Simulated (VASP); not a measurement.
# Ti12S in VASP: single point with PBE

Aim: the single point of Ti12S with PBE.

Everything below comes from runs of VASP 6.6.1. Logs are shortened: lines on timing, memory, paths and dates and some standing lists are left out, and cuts for length are marked.

## 1. The cell of the first run

The cell holds a slab with vacuum, 13 atoms: a = 5.876 Å, b = 4.650 Å, c = 21.284 Å, α = 90.00°, β = 90.00°, γ = 90.00°.

## 2. Single point, PBE

The input, INCAR:

```
PREC = Accurate ; ENCUT = 520
EDIFF = 1E-6 ; ISMEAR = 0
SIGMA = 0.1 ; LREAL = F
LASPH = T ; NELM = 100
ALGO = Normal ; ISIF = 2
LWAVE = F ; LCHARG = F
LDIPOL = T ; IDIPOL = 3
DIPOL = 0.5 0.5 0.342 ; GGA = PE
NBANDS = 87
```

The input, KPOINTS:

```
Automatic mesh
0
Gamma
  5 6 1
```

The input, POSCAR:

```
Ti12S
1.0
    5.8763264168      0.0000000000      0.0000000000
    0.0000000000      4.6504654182      0.0000000000
    0.0000000000      0.0000000000     21.2842241242
Ti S
12 1
Direct
    0.0000000000      0.7500000000      0.1879326198
    0.5000000000      0.7500000000      0.1879326198
    0.2500000000      0.2500000000      0.2277825413
    0.7500000000      0.2500000000      0.2277825413
    0.2500000000      0.7500000000      0.3074823842
    0.7500000000      0.7500000000      0.3074823842
    0.0000000000      0.2500000000      0.3461291950
    0.5000000000      0.2500000000      0.3461291950
    0.0000000000      0.7500000000      0.4220680055
    0.5000000000      0.7500000000      0.4220680055
    0.2500000000      0.2500000000      0.4596937181
    0.7500000000      0.2500000000      0.4596937181
    0.5000000000      0.2500000000      0.5427550861
```

Potentials or basis: VASP PAW PBE potentials, release 64 (Ti_sv, S).

On the command line:

```bash
$ cat potpaw_PBE.64/Ti_sv/POTCAR potpaw_PBE.64/S/POTCAR > POTCAR
$ mpirun -np 1 vasp_std > vasp.out
```

OUTCAR:

```text
PREC = Accurate
   ENCUT = 520
   EDIFF = 1E-6
   ISMEAR = 0
   LREAL = F
   LASPH = T
   NELM = 100
   ISIF = 2
   GGA = PE

 ion  position               nearest neighbor table
   1  0.000  0.750  0.188-   3 2.88   4 2.88   3 2.88   4 2.88
   2  0.500  0.750  0.188-   3 2.88   4 2.88   3 2.88   4 2.88
   3  0.250  0.250  0.228-   5 2.88   5 2.88   1 2.88   1 2.88   2 2.88   2 2.88   8 2.92   7 2.92

   4  0.750  0.250  0.228-   6 2.88   6 2.88   1 2.88   1 2.88   2 2.88   2 2.88   8 2.92   7 2.92

   5  0.250  0.750  0.307-   9 2.85  10 2.85   7 2.87   8 2.87   7 2.87   8 2.87   3 2.88   3 2.88

   6  0.750  0.750  0.307-   9 2.85  10 2.85   7 2.87   8 2.87   7 2.87   8 2.87   4 2.88   4 2.88

   7  0.000  0.250  0.346-  11 2.83  12 2.83   9 2.83   9 2.83   5 2.87   5 2.87   6 2.87   6 2.87
                             3 2.92   4 2.92
   8  0.500  0.250  0.346-  11 2.83  12 2.83  10 2.83  10 2.83   5 2.87   5 2.87   6 2.87   6 2.87
                             3 2.92   4 2.92
   9  0.000  0.750  0.422-   7 2.83   7 2.83   5 2.85   6 2.85  12 2.86  11 2.86  11 2.86  12 2.86

  10  0.500  0.750  0.422-   8 2.83   8 2.83   5 2.85   6 2.85  12 2.86  11 2.86  11 2.86  12 2.86

  11  0.250  0.250  0.460-  13 2.30   8 2.83   7 2.83  10 2.86   9 2.86   9 2.86  10 2.86
  12  0.750  0.250  0.460-  13 2.30   8 2.83   7 2.83  10 2.86   9 2.86   9 2.86  10 2.86
  13  0.500  0.250  0.543-  11 2.30  12 2.30

  LATTYP: Found a simple orthorhombic cell.
 ALAT       =     4.6504654182
 B/A-ratio  =     1.2635996375
 C/A-ratio  =     4.5767944088

  Lattice vectors:

 A1 = (   0.0000000000,  -4.6504654182,   0.0000000000)
 A2 = (   5.8763264168,   0.0000000000,   0.0000000000)
 A3 = (   0.0000000000,   0.0000000000,  21.2842241242)

Analysis of symmetry for initial positions (statically):
=====================================================================
 Subroutine PRICEL returns:
 Original cell was already a primitive cell.

 Routine SETGRP: Setting up the symmetry group for a
 simple orthorhombic supercell.

 Subroutine GETGRP returns: Found  4 space group operations
 (whereof  2 operations were pure point group operations)
 out of a pool of  8 trial point group operations.

The static configuration has the point symmetry C_1h.
 The point group associated with its full space group is C_2v.

Analysis of symmetry for dynamics (positions and initial velocities):
=====================================================================
 Subroutine PRICEL returns:
 Original cell was already a primitive cell.

 Routine SETGRP: Setting up the symmetry group for a
 simple orthorhombic supercell.

 Subroutine GETGRP returns: Found  4 space group operations
 (whereof  2 operations were pure point group operations)
 out of a pool of  8 trial point group operations.

The dynamic configuration has the point symmetry C_1h.
 The point group associated with its full space group is C_2v.

 Subroutine INISYM returns: Found  4 space group operations
 (whereof  2 operations are pure point group operations),
 and found     1 'primitive' translations

----------------------------------------------------------------------------------------

                                     Primitive cell

  volume of cell :     581.6479

  direct lattice vectors                    reciprocal lattice vectors
     5.876326417  0.000000000  0.000000000     0.170174345  0.000000000  0.000000000
     0.000000000  4.650465418  0.000000000     0.000000000  0.215032241  0.000000000
     0.000000000  0.000000000 21.284224124     0.000000000  0.000000000  0.046983155

  length of vectors
     5.876326417  4.650465418 21.284224124     0.170174345  0.215032241  0.046983155

  position of ions in fractional coordinates (direct lattice)
     0.000000000  0.750000000  0.187932620
     0.500000000  0.750000000  0.187932620
     0.250000000  0.250000000  0.227782541
     0.750000000  0.250000000  0.227782541
     0.250000000  0.750000000  0.307482384
     0.750000000  0.750000000  0.307482384
     0.000000000  0.250000000  0.346129195
     0.500000000  0.250000000  0.346129195
     0.000000000  0.750000000  0.422068006
     0.500000000  0.750000000  0.422068006
     0.250000000  0.250000000  0.459693718
[... 31 lines left out ...]
     0.000000000  0.035838707  0.000000000     0.000000000  0.166666667  0.000000000
     0.000000000  0.000000000  0.046983155     0.000000000  0.000000000  1.000000000

  Length of vectors
     0.034034869  0.035838707  0.046983155

  Shift w.r.t. Gamma in fractional coordinates (k-lattice)
     0.000000000  0.000000000  0.000000000

 Subroutine IBZKPT returns following result:
 ===========================================

 Found     12 irreducible k-points:

 Following reciprocal coordinates:
            Coordinates               Weight
  0.000000  0.000000  0.000000      1.000000
  0.200000  0.000000  0.000000      2.000000
  0.400000  0.000000  0.000000      2.000000
  0.000000  0.166667  0.000000      2.000000
  0.200000  0.166667  0.000000      4.000000
  0.400000  0.166667  0.000000      4.000000
  0.000000  0.333333  0.000000      2.000000
  0.200000  0.333333  0.000000      4.000000
  0.400000  0.333333  0.000000      4.000000
  0.000000  0.500000  0.000000      1.000000
  0.200000  0.500000  0.000000      2.000000
  0.400000  0.500000  0.000000      2.000000
   k-points           NKPTS =     12   k-points in BZ     NKDIM =     12   number of bands    NBANDS=     87
   number of dos      NEDOS =    301   number of ions     NIONS =     13
   total plane-waves  NPLWV = 276480
   dimension x,y,z NGX =    48 NGY =   36 NGZ =  160
   dimension x,y,z NGXF=    96 NGYF=   72 NGZF=  320
   ions per type =              12   1
   NGX,Y,Z   is equivalent  to a cutoff of  13.58, 12.87, 12.50 a.u.
   NGXF,Y,Z  is equivalent  to a cutoff of  27.16, 25.74, 24.99 a.u.
 SYSTEM =  unknown system
   PREC   = accura    normal or accurate (medium, high low for compatibility)
   ISTART =      0    job   : 0-new  1-cont  2-samecut
   ICHARG =      2    charge: 1-file 2-atom 10-const
   ISPIN  =      1    spin polarized calculation?
   LNONCOLLINEAR =      F non collinear calculations
   LSORBIT =      F    spin-orbit coupling
   LASPH  =      T    aspherical Exc in radial PAW
   ENCUT  =  520.0 eV  38.22 Ry    6.18 a.u.  10.93  8.65 39.57*2*pi/ulx,y,z
   NELM   =    100;   NELMIN=  2; NELMDL= -5     # of ELM steps
   EDIFF  = 0.1E-05   stopping-criterion for ELM
   LREAL  =      F    real-space projection
[... 7 lines left out ...]
   TEBEG  =    0.0;   TEEND  =   0.0 temperature during run
   PSTRESS=    0.0 pullay stress
   NELECT =     150.0000    total number of electrons
   NUPDOWN=      -1.0000    fix difference up-down
   EMIN   =  10.00;   EMAX   =-10.00  energy-range for DOS
   EFERMI =   0.00;   METHOD = LEGACY
   ISMEAR =     0;   SIGMA  =   0.10  broadening in eV -4-tet -1-fermi 0-gaus
   EFERMI_NEDOS =   21; number of points for ismear=-14 and -15
   IALGO  =     38    algorithm
   IMIX   =      4    mixing-type and parameters
     AMIX     =   0.40;   BMIX     =  1.00
     AMIX_MAG =   1.60;   BMIX_MAG =  1.00
  volume/ion in A,a.u.               =      44.74       301.93
  Fermi-wavevector in a.u.,A,eV,Ry     =   1.042042  1.969174 14.773905  1.085851
  Thomas-Fermi vector in A             =   2.176690
   LORBIT       =      0    0 simple, 1 ext, 2 COOP (PROOUT), +10 PAW based schemes
   GGA     = PE    functional components
   LHFCALC =     F    Hartree Fock is set to
   AEXX    =    0.0000 exact exchange contribution
   IVDW    =     0    specifies the selected vdW correction
   LEPSILON=     F    determine dielectric tensor
   LRPA    =     F    only Hartree local field effects (RPA)
 non-spin polarized calculation
 Gauss-broadening in eV      SIGMA  =   0.10
  energy-cutoff  :      520.00
  volume of cell :      581.65
 maximum number of plane-waves:     15708
 NGX is ok and might be reduce to    48
   NGX = 21   NGY = 17   NGZ = 79

 dipolmoment           0.000000      0.000000     -0.946288 electrons x Angstroem

 number of electron     150.0000022 magnetization

 dipolmoment           0.000000      0.000000      0.228038 electrons x Angstroem

 Free energy of the ion-electron system (eV)
  ---------------------------------------------------
  ext. energy  EPLUGINS =         0.00000000
  ---------------------------------------------------
  free energy    TOTEN  =       -94.20838098 eV

  energy without entropy =      -94.11249850  energy(sigma->0) =      -94.16043974

 E-fermi :   0.5351     XC(G=0):  -5.3377

 val. band max:        0.5183481300   @ k =   0.4000   0.1667   0.0000
 cond. band min:       0.5445510328   @ k =   0.4000   0.3333   0.0000
 fundamental gap:      0.0262029028
 Fermi energy:         0.5351047280

 k-point     1 :       0.0000    0.0000    0.0000
  band No.  band energies     occupation
      1     -56.5049      2.00000
      2     -56.4592      2.00000
      3     -56.3486      2.00000
      4     -56.2705      2.00000
      5     -56.2581      2.00000
      6     -56.2372      2.00000
[... 1069 lines left out ...]
     86       1.0008      0.00000
     87       1.0655      0.00000

------------------------ aborting loop because EDIFF is reached ----------------------------------------

 vacuum level on the upper side and lower side of the slab       (xc-potential included)         0.679        -0.798

  FORCE on cell =-STRESS in cart. coord.  units (eV):
  Direction    XX          YY          ZZ          XY          YZ          ZX
  --------------------------------------------------------------------------------------
  -------------------------------------------------------------------------------------
  Total       -2.4356897     -3.1505498     -0.9658102      0.0000000      0.0000000      0.0000000
  in kB       -6.7092254     -8.6783424     -2.6603710      0.0000000      0.0000000      0.0000000
  external PRESSURE =      -6.0159796 kB  Pullay stress =       0.0000000 kB

 VOLUME and BASIS-vectors are now :
 -----------------------------------------------------------------------------
  energy-cutoff  :      520.00
  volume of cell :      581.65
      direct lattice vectors                 reciprocal lattice vectors
     5.876326417  0.000000000  0.000000000     0.170174345  0.000000000  0.000000000
     0.000000000  4.650465418  0.000000000     0.000000000  0.215032241  0.000000000
     0.000000000  0.000000000 21.284224124     0.000000000  0.000000000  0.046983155

 POSITION                                       TOTAL-FORCE (eV/Angst)
 -----------------------------------------------------------------------------------
      0.00000      3.48785      4.00000         0.000000     -0.000000      0.272877
      2.93816      3.48785      4.00000         0.000000     -0.000000      0.307655
      1.46908      1.16262      4.84817        -0.003435      0.000000      0.075094
      4.40724      1.16262      4.84817         0.003435     -0.000000      0.075094
      1.46908      3.48785      6.54452        -0.010153     -0.000000     -0.316819
      4.40724      3.48785      6.54452         0.010153     -0.000000     -0.316819
      0.00000      1.16262      7.36709         0.000000     -0.000000     -0.088329
      2.93816      1.16262      7.36709         0.000000     -0.000000     -0.326707
      0.00000      3.48785      8.98339         0.000000     -0.000000     -0.487002
      2.93816      3.48785      8.98339         0.000000     -0.000000      0.327407
      1.46908      1.16262      9.78422        -0.037909     -0.000000      0.233101
      4.40724      1.16262      9.78422         0.037909     -0.000000      0.233101
      2.93816      1.16262     11.55212         0.000000     -0.000000      0.011345
 -----------------------------------------------------------------------------------
    total drift:                                0.000000     -0.000000      0.000184

  FREE ENERGIE OF THE ION-ELECTRON SYSTEM (eV)
  ---------------------------------------------------
  free  energy   TOTEN  =       -94.2083809778 eV

  energy  without entropy=      -94.1124985014  energy(sigma->0) =      -94.16043974

 vacuum level on the upper side and lower side of the slab         5.736         4.197
```

Wall time 39 min (1 thread of Intel Xeon Platinum 8259CL at 2.50GHz (Skylake/Cascade Lake), shared host); peak memory 0.81 GiB.

Results:

| Item | Value |
| --- | --- |
| Free energy | -94.2084 eV |
| Largest force | 0.487 eV/Å |
| Band gap on the k mesh | zero (bands 75 and 76 overlap by 0.26 eV) |

Forces in eV/Å, atoms in the order of the input:
```
Ti   0.000  0.000  0.273
Ti   0.000  0.000  0.308
Ti  -0.003  0.000  0.075
Ti   0.003  0.000  0.075
Ti  -0.010  0.000 -0.317
Ti   0.010  0.000 -0.317
Ti   0.000  0.000 -0.088
Ti   0.000  0.000 -0.327
Ti   0.000  0.000 -0.487
Ti   0.000  0.000  0.327
Ti  -0.038  0.000  0.233
Ti   0.038  0.000  0.233
S    0.000  0.000  0.011
```

Levels at points of the mesh, in eV from the Fermi level:
| k point | band 70 | band 71 | band 72 | band 73 | band 74 | band 75 | band 76 | band 77 | band 78 | band 79 |
| --- | --- | --- | --- | --- | --- | --- | --- | --- | --- | --- |
| (0.00, 0.00, 0.00) | -0.77 | -0.64 | -0.54 | -0.23 | -0.17 | 0.14 | 0.34 | 0.35 | 0.40 | 0.51 |
| (0.00, 0.50, 0.00) | -0.64 | -0.57 | -0.39 | -0.16 | -0.05 | 0.04 | 0.19 | 0.26 | 0.33 | 0.38 |

The gap in the log of VASP goes by the Fermi energy; the results here count the filled bands.